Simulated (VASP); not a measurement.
# NiO (Fm-3m) in VASP: notebook

NiO is run at these levels: PBE+U; tasks: single point, relaxation of cell and atoms.

Everything below comes from runs of VASP 6.6.1. Logs are shortened: lines on timing, memory, paths and dates and some standing lists are left out, and cuts for length are marked.

**1. The cell of the first run**

Symmetry: Fm-3m, No. 225, cubic system. Conventional cell: a = 4.267 Å, b = 4.267 Å, c = 4.267 Å, α = 90.00°, β = 90.00°, γ = 90.00°. Ni (site symmetry m-3m) has 6 O at 2.13 Å within 2.8 Å. Within 2.8 Å of O (site symmetry m-3m) lie 6 Ni at 2.13 Å.

**2. Single point, PBE+U, collinear spin, ferromagnetic start**

Contents of INCAR:

```
SYSTEM = NiO
PREC = Accurate ; ENCUT = 600
EDIFF = 1E-6 ; ISMEAR = 0
SIGMA = 0.02 ; LREAL = .FALSE.
LASPH = .TRUE. ; NELM = 200
ALGO = Normal ; ISIF = 2
LWAVE = .FALSE. ; LCHARG = .TRUE.
ISPIN = 2 ; MAGMOM = 1.91 0.21
LORBIT = 11 ; LMAXMIX = 4
LDAU = .TRUE. ; LDAUTYPE = 2
LDAUL = 2 -1 ; LDAUU = 6.2 0
LDAUJ = 0 0 ; LDAUPRINT = 1
GGA = PE ; LELF = .TRUE.
LVHAR = .TRUE. ; NBANDS = 19
GGA_COMPAT = .FALSE.
```

Contents of KPOINTS:

```
regular mesh
0
G
  12 12 12
  0 0 0
```

Contents of POSCAR:

```
NiO
1.0
    0.0000000000      2.1337376285      2.1337376285
    2.1337376285      0.0000000000      2.1337376285
    2.1337376285      2.1337376285      0.0000000000
Ni O
1 1
Direct
    0.0000000000      0.0000000000      0.0000000000
    0.5000000000      0.5000000000      0.5000000000
```

Potentials or basis: VASP PAW PBE potentials, release 64 (Ni, O).

Run with:

```bash
$ cat potpaw_PBE.64/Ni/POTCAR potpaw_PBE.64/O/POTCAR > POTCAR
$ mpirun -np 1 vasp_std > vasp.out
```

OUTCAR:

```text
SYSTEM = NiO
   PREC = Accurate
   ENCUT = 600
   EDIFF = 1E-6
   ISMEAR = 0
   LREAL = .FALSE.
   LASPH = .TRUE.
   NELM = 200
   ISIF = 2
   ISPIN = 2
   LORBIT = 11
   GGA = PE

 ion  position               nearest neighbor table
   1  0.000  0.000  0.000-   2 2.13   2 2.13   2 2.13   2 2.13   2 2.13   2 2.13
   2  0.500  0.500  0.500-   1 2.13   1 2.13   1 2.13   1 2.13   1 2.13   1 2.13

  LATTYP: Found a face centered cubic cell.
 ALAT       =     4.2674752570

  Lattice vectors:

 A1 = (   0.0000000000,   2.1337376285,   2.1337376285)
 A2 = (   2.1337376285,   0.0000000000,   2.1337376285)
 A3 = (   2.1337376285,   2.1337376285,   0.0000000000)

Analysis of symmetry for initial positions (statically):
=====================================================================
 Subroutine PRICEL returns:
 Original cell was already a primitive cell.

 Routine SETGRP: Setting up the symmetry group for a
 face centered cubic supercell.

 Subroutine GETGRP returns: Found 48 space group operations
 (whereof 48 operations were pure point group operations)
 out of a pool of 48 trial point group operations.

The static configuration has the point symmetry O_h .

Analysis of symmetry for dynamics (positions and initial velocities):
=====================================================================
 Subroutine PRICEL returns:
 Original cell was already a primitive cell.

 Routine SETGRP: Setting up the symmetry group for a
 face centered cubic supercell.

 Subroutine GETGRP returns: Found 48 space group operations
 (whereof 48 operations were pure point group operations)
 out of a pool of 48 trial point group operations.

The dynamic configuration has the point symmetry O_h .

Analysis of structural, dynamic, and magnetic symmetry:
=====================================================================
 Subroutine PRICEL returns:
 Original cell was already a primitive cell.

 Routine SETGRP: Setting up the symmetry group for a
 face centered cubic supercell.

 Subroutine GETGRP returns: Found 48 space group operations
 (whereof 48 operations were pure point group operations)
 out of a pool of 48 trial point group operations.

The overall configuration has the point symmetry O_h .

 Subroutine INISYM returns: Found 48 space group operations
 (whereof 48 operations are pure point group operations),
 and found     1 'primitive' translations

----------------------------------------------------------------------------------------

                                     Primitive cell

  volume of cell :      19.4291

  direct lattice vectors                    reciprocal lattice vectors
     0.000000000  2.133737629  2.133737629    -0.234330591  0.234330591  0.234330591
     2.133737629  0.000000000  2.133737629     0.234330591 -0.234330591  0.234330591
     2.133737629  2.133737629  0.000000000     0.234330591  0.234330591 -0.234330591

  length of vectors
     3.017560693  3.017560693  3.017560693     0.405872490  0.405872490  0.405872490

  position of ions in fractional coordinates (direct lattice)
     0.000000000  0.000000000  0.000000000
     0.500000000  0.500000000  0.500000000

  ion indices of the primitive-cell ions
   primitive index   ion index
                 1           1
                 2           2

----------------------------------------------------------------------------------------

 KPOINTS: regular mesh

Automatic generation of k-mesh.
[... 65 lines left out ...]
   NELM   =    200;   NELMIN=  2; NELMDL= -5     # of ELM steps
   EDIFF  = 0.1E-05   stopping-criterion for ELM
   LREAL  =      F    real-space projection
   EDIFFG = 0.1E-04   stopping-criterion for IOM
   NSW    =      0    number of steps for IOM
   IBRION =     -1    ionic relax: 0-MD 1-quasi-New 2-CG
   NFREE  =      0    steps in history (QN), initial steepest desc. (CG)
   ISIF   =      2    stress and relaxation
   ISYM   =      2    0-nonsym 1-usesym 2-fastsym
   POTIM  = 0.5000    time-step for ionic-motion
   TEBEG  =    0.0;   TEEND  =   0.0 temperature during run
   PSTRESS=    0.0 pullay stress
   NELECT =      16.0000    total number of electrons
   NUPDOWN=      -1.0000    fix difference up-down
   EMIN   =  10.00;   EMAX   =-10.00  energy-range for DOS
   EFERMI =   0.00;   METHOD = LEGACY
   ISMEAR =     0;   SIGMA  =   0.02  broadening in eV -4-tet -1-fermi 0-gaus
   EFERMI_NEDOS =   21; number of points for ismear=-14 and -15
   IALGO  =     38    algorithm
   IMIX   =      4    mixing-type and parameters
     AMIX     =   0.40;   BMIX     =  1.00
     AMIX_MAG =   1.60;   BMIX_MAG =  1.00
  volume/ion in A,a.u.               =       9.71        65.56
  Fermi-wavevector in a.u.,A,eV,Ry     =   1.534489  2.899764 32.037051  2.354657
  Thomas-Fermi vector in A             =   2.641410
   LORBIT       =     11    0 simple, 1 ext, 2 COOP (PROOUT), +10 PAW based schemes
 LDA+U is selected, type is set to LDAUTYPE =  2
   angular momentum for each species LDAUL =     2   -1
   U (eV)           for each species LDAUU =   6.2  0.0
   J (eV)           for each species LDAUJ =   0.0  0.0
   GGA     = PE    functional components
   LHFCALC =     F    Hartree Fock is set to
   AEXX    =    0.0000 exact exchange contribution
   IVDW    =     0    specifies the selected vdW correction
   LEPSILON=     F    determine dielectric tensor
   LRPA    =     F    only Hartree local field effects (RPA)
 spin polarized calculation
 Gauss-broadening in eV      SIGMA  =   0.02
  energy-cutoff  :      600.00
  volume of cell :       19.43
 maximum number of plane-waves:       661
   NGX = 13   NGY = 13   NGZ = 13

atom =   1  type =  1  l = 2

 onsite density matrix

spin component  1

  0.9818 -0.0000  0.0000  0.0000  0.0000
 -0.0000  0.9818 -0.0000  0.0000  0.0000
  0.0000 -0.0000  1.0279 -0.0000  0.0000
  0.0000  0.0000 -0.0000  0.9818 -0.0000
  0.0000  0.0000  0.0000 -0.0000  1.0279

spin component  2

  0.9805 -0.0000 -0.0000  0.0000 -0.0000
 -0.0000  0.9805 -0.0000  0.0000 -0.0000
 -0.0000 -0.0000  0.1272 -0.0000  0.0000
  0.0000  0.0000 -0.0000  0.9805  0.0000
 -0.0000 -0.0000  0.0000  0.0000  0.1272

 occupancies and eigenvectors

  o =  0.1272  v =  0.0000  0.0000  0.0000  0.0000  0.0000  0.0000  0.0000 -0.9995 -0.0000  0.0329      0.0000  0.0000  0.0000  0.0000  0.0000  0.0000  0.0000  0.0000  0.0000  0.0000
  o =  0.1272  v =  0.0000  0.0000  0.0000  0.0000  0.0000  0.0000  0.0000  0.0329 -0.0000  0.9995      0.0000  0.0000  0.0000  0.0000  0.0000  0.0000  0.0000  0.0000  0.0000  0.0000
  o =  0.9805  v =  0.0000  0.0000  0.0000  0.0000  0.0000  0.0000  0.6465 -0.0000 -0.7629 -0.0000      0.0000  0.0000  0.0000  0.0000  0.0000  0.0000  0.0000  0.0000  0.0000  0.0000
  o =  0.9805  v =  0.0000  0.0000  0.0000  0.0000  0.0000  0.0000 -0.7629  0.0000 -0.6465  0.0000      0.0000  0.0000  0.0000  0.0000  0.0000  0.0000  0.0000  0.0000  0.0000  0.0000
  o =  0.9805  v =  0.0000  0.0000  0.0000  0.0000  0.0000  1.0000  0.0000  0.0000  0.0000  0.0000      0.0000  0.0000  0.0000  0.0000  0.0000  0.0000  0.0000  0.0000  0.0000  0.0000
  o =  0.9818  v =  0.0000  0.9992 -0.0000  0.0404 -0.0000  0.0000  0.0000  0.0000  0.0000  0.0000      0.0000  0.0000  0.0000  0.0000  0.0000  0.0000  0.0000  0.0000  0.0000  0.0000
  o =  0.9818  v =  0.0000  0.0404  0.0000 -0.9992 -0.0000  0.0000  0.0000  0.0000  0.0000  0.0000      0.0000  0.0000  0.0000  0.0000  0.0000  0.0000  0.0000  0.0000  0.0000  0.0000
  o =  0.9818  v =  1.0000  0.0000  0.0000  0.0000  0.0000  0.0000  0.0000  0.0000  0.0000  0.0000      0.0000  0.0000  0.0000  0.0000  0.0000  0.0000  0.0000  0.0000  0.0000  0.0000
  o =  1.0279  v =  0.0000  0.0000 -0.0200 -0.0000  0.9998  0.0000  0.0000  0.0000  0.0000  0.0000      0.0000  0.0000  0.0000  0.0000  0.0000  0.0000  0.0000  0.0000  0.0000  0.0000
  o =  1.0279  v =  0.0000 -0.0000 -0.9998 -0.0000 -0.0200  0.0000  0.0000  0.0000  0.0000  0.0000      0.0000  0.0000  0.0000  0.0000  0.0000  0.0000  0.0000  0.0000  0.0000  0.0000

 number of electron      16.0000010 magnetization       1.9999982

 Free energy of the ion-electron system (eV)
  ---------------------------------------------------
  ext. energy  EPLUGINS =         0.00000000
  ---------------------------------------------------
  free energy    TOTEN  =       -10.14410947 eV

  energy without entropy =      -10.14410947  energy(sigma->0) =      -10.14410947

 E-fermi :   6.1287     XC(G=0): -12.2726

 val. band max:        5.9306218264   @ k =   0.5000   0.0000   0.0000
 cond. band min:       8.2921130270   @ k =   0.0000   0.0000   0.0000
 fundamental gap:      2.3614912005
 Fermi energy:         6.1286979717

 spin component 1

 k-point     1 :       0.0000    0.0000    0.0000
  band No.  band energies     occupation
      1     -12.3617      1.00000
      2      -0.1242      1.00000
      3      -0.1241      1.00000
      4       0.9895      1.00000
      5       0.9896      1.00000
      6       0.9896      1.00000
[... 1049 lines left out ...]
     18      36.7771      0.00000
     19      37.3379      0.00000

 [... further k-points ...]

------------------------ aborting loop because EDIFF is reached ----------------------------------------

  FORCE on cell =-STRESS in cart. coord.  units (eV):
  Direction    XX          YY          ZZ          XY          YZ          ZX
  --------------------------------------------------------------------------------------
  -------------------------------------------------------------------------------------
  Total       -1.0246091     -1.0246091     -1.0246091      0.0000000      0.0000000      0.0000000
  in kB      -84.4920327    -84.4920327    -84.4920327      0.0000000      0.0000000      0.0000000
  external PRESSURE =     -84.4920327 kB  Pullay stress =       0.0000000 kB

 VOLUME and BASIS-vectors are now :
 -----------------------------------------------------------------------------
  energy-cutoff  :      600.00
  volume of cell :       19.43
      direct lattice vectors                 reciprocal lattice vectors
     0.000000000  2.133737629  2.133737629    -0.234330591  0.234330591  0.234330591
     2.133737629  0.000000000  2.133737629     0.234330591 -0.234330591  0.234330591
     2.133737629  2.133737629  0.000000000     0.234330591  0.234330591 -0.234330591

 POSITION                                       TOTAL-FORCE (eV/Angst)
 -----------------------------------------------------------------------------------
      0.00000      0.00000      0.00000         0.000000      0.000000      0.000000
      2.13374      2.13374      2.13374        -0.000000     -0.000000     -0.000000
 -----------------------------------------------------------------------------------
    total drift:                                0.000000     -0.000000     -0.000000

  FREE ENERGIE OF THE ION-ELECTRON SYSTEM (eV)
  ---------------------------------------------------
  free  energy   TOTEN  =       -10.1441094678 eV

  energy  without entropy=      -10.1441094678  energy(sigma->0) =      -10.14410947

 total charge

# of ion       s       p       d       tot
------------------------------------------
    1        0.326   0.378   8.173   8.877
    2        1.545   3.451   0.000   4.995
--------------------------------------------------
tot          1.871   3.829   8.173  13.872

 magnetization (x)

# of ion       s       p       d       tot
------------------------------------------
    1        0.012   0.012   1.803   1.827
    2        0.016   0.147   0.000   0.163
--------------------------------------------------
tot          0.028   0.159   1.803   1.990
```

Wall time 90 s (1 thread of Intel Xeon 8259CL, shared host); peak memory 0.18 GiB.

Results:

```yaml
Free_energy: -10.1441 eV
Pressure: -8.4 GPa
Band_gap_on_the_k_mesh: 2.36 eV (least direct gap 3.16 eV)
Net_moment: 2.00 μB per cell
Site_moments: Ni +1.83; O +0.16 μB
Valence_electrons_inside_the_program's_atomic_spheres: Ni 8.88; O 5.00
```

Levels at points of the mesh, in eV from the valence-band top:
Spin up:
```
           k point  band 6  band 7  band 8  band 9  band 10  band 11  band 12  band 13
(0.00, 0.00, 0.00)   -4.94   -1.18   -1.18   -1.18     2.36    17.57    17.57    17.57
(0.50, 0.00, 0.00)   -4.51   -3.11    0.00    0.00     6.59    10.54    14.57    14.57
(0.50, 0.50, 0.00)   -4.22   -4.22   -2.46   -2.46     6.63    11.38    11.51    17.00
```
Spin down:
```csv
k point,band 3,band 4,band 5,band 6,band 7,band 8,band 9,band 10,band 11,band 12
"(0.00, 0.00, 0.00)",-3.94,-3.94,-0.85,-0.85,-0.85,2.62,2.62,2.71,17.82,17.82
"(0.50, 0.00, 0.00)",-3.89,-3.89,-2.24,-1.79,-1.79,4.73,4.73,6.76,10.99,14.96
"(0.50, 0.50, 0.00)",-4.58,-3.15,-3.15,-2.15,-2.15,3.03,3.37,7.27,11.65,11.76
```

Eigenvalues of the final occupation matrices:
```csv
site,spin,trace,eigenvalues
site 1 d,1,5.00,0.98 0.98 0.98 1.03 1.03
site 1 d,2,3.20,0.13 0.13 0.98 0.98 0.98
```

Caveat: the cell stands under tension; a cell with one magnetic atom can't hold antiferromagnetic order, which such compounds often take. The state reached can hang on the start; a lower one may exist.

**3. Relaxation of cell and atoms, PBE+U, collinear spin, ferromagnetic start**

Contents of INCAR:

```
SYSTEM = NiO
PREC = Accurate
ENCUT = 600
EDIFF = 1E-7
ISMEAR = 0
SIGMA = 0.02
LREAL = .FALSE.
LASPH = .TRUE.
NELM = 200
ALGO = Normal
ISIF = 3
LWAVE = .FALSE.
LCHARG = .FALSE.
ISPIN = 2
MAGMOM = 1.91 0.21
LORBIT = 11
LMAXMIX = 4
LDAU = .TRUE.
LDAUTYPE = 2
LDAUL = 2 -1
LDAUU = 6.2 0
LDAUJ = 0 0
LDAUPRINT = 1
GGA = PE
IBRION = 2
NSW = 100
EDIFFG = -0.005
GGA_COMPAT = .FALSE.
NELMIN = 4
```

KPOINTS is that of step 2.

Contents of POSCAR:

```
NiO
1.0
    0.0000000000      2.1337376274      2.1337376274
    2.1337376274      0.0000000000      2.1337376274
    2.1337376274      2.1337376274      0.0000000000
Ni O
1 1
Direct
    0.0000000000      0.0000000000      0.0000000000
    0.5000000000      0.5000000000      0.5000000000
```

Potentials or basis: VASP PAW PBE potentials, release 64 (Ni_sv_GW, O).

Run with:

```bash
$ cat potpaw_PBE.64/Ni_sv_GW/POTCAR potpaw_PBE.64/O/POTCAR > POTCAR
$ mpirun -np 1 vasp_std > vasp.out
```

It took 4.9 min on 1 thread of AMD EPYC 7R43 (Zen 3), shared host; peak memory 0.17 GiB.

It converged, with:

* Free energy: -10.2581 eV
* Relaxed volume: 9.52 Å³/atom
* Relaxed cell: a = 2.997 Å, b = 2.997 Å, c = 2.997 Å, α = 60.00°, β = 60.00°, γ = 60.00°
* Space group after relaxing (to 0.1 Å): Fm-3m (No. 225)
* Energy gained by relaxing: 2.3 meV/atom
* Ionic steps: 4
* Pressure after relaxing: -0.1 GPa
* Band gap on the k mesh: 2.10 eV (least direct gap 3.35 eV)
* Net moment: 2.00 μB per cell
* Site moments: Ni +1.79; O +0.17 μB
* Valence electrons inside the program's atomic spheres: Ni 16.09; O 5.02

Step by step:
```csv
step,energy change (eV),largest force (eV/Å),pressure (GPa),volume (Å³)
1,0.0000,0.0000,-3.89,19.43
2,-0.0021,0.0000,2.85,18.77
3,-0.0045,0.0000,-0.09,19.05
4,-0.0045,0.0000,-0.06,19.04
```

Final structure:
```yaml
crystal:
  lattice:
    - [0.00000, 2.11950, 2.11950]
    - [2.11950, 0.00000, 2.11950]
    - [2.11950, 2.11950, 0.00000]
  atoms:
    - { symbol: Ni, position: [0.00000, 0.00000, 0.00000] }
    - { symbol: O, position: [0.50000, 0.50000, 0.50000] }
```

Levels at points of the mesh, in eV from the valence-band top:
Spin up:
```csv
k point,band 10,band 11,band 12,band 13,band 14,band 15,band 16,band 17
"(0.00, 0.00, 0.00)",-4.54,-1.57,-1.57,-1.57,2.10,18.33,18.62,18.62
"(0.50, 0.00, 0.00)",-4.08,-2.93,0.00,0.00,6.24,10.47,14.35,14.35
"(0.50, 0.50, 0.00)",-3.78,-3.78,-2.89,-2.89,6.42,11.28,12.01,16.90
```
Spin down:
| k point | band 8 | band 9 | band 10 | band 11 | band 12 | band 13 | band 14 | band 15 |
| --- | --- | --- | --- | --- | --- | --- | --- | --- |
| (0.00, 0.00, 0.00) | -3.50 | -1.25 | -1.25 | -1.25 | 2.45 | 2.80 | 2.80 | 18.28 |
| (0.50, 0.00, 0.00) | -3.73 | -1.98 | -1.93 | -1.93 | 5.05 | 5.05 | 6.42 | 10.93 |
| (0.50, 0.50, 0.00) | -2.66 | -2.66 | -2.59 | -2.59 | 3.29 | 3.67 | 7.03 | 11.56 |

Eigenvalues of the final occupation matrices:
```csv
site,spin,trace,eigenvalues
site 1 d,1,4.75,0.94 0.94 0.94 0.97 0.97
site 1 d,2,2.98,0.09 0.09 0.93 0.93 0.93
```

Caveat: a cell with one magnetic atom can't hold antiferromagnetic order, which such compounds often take.
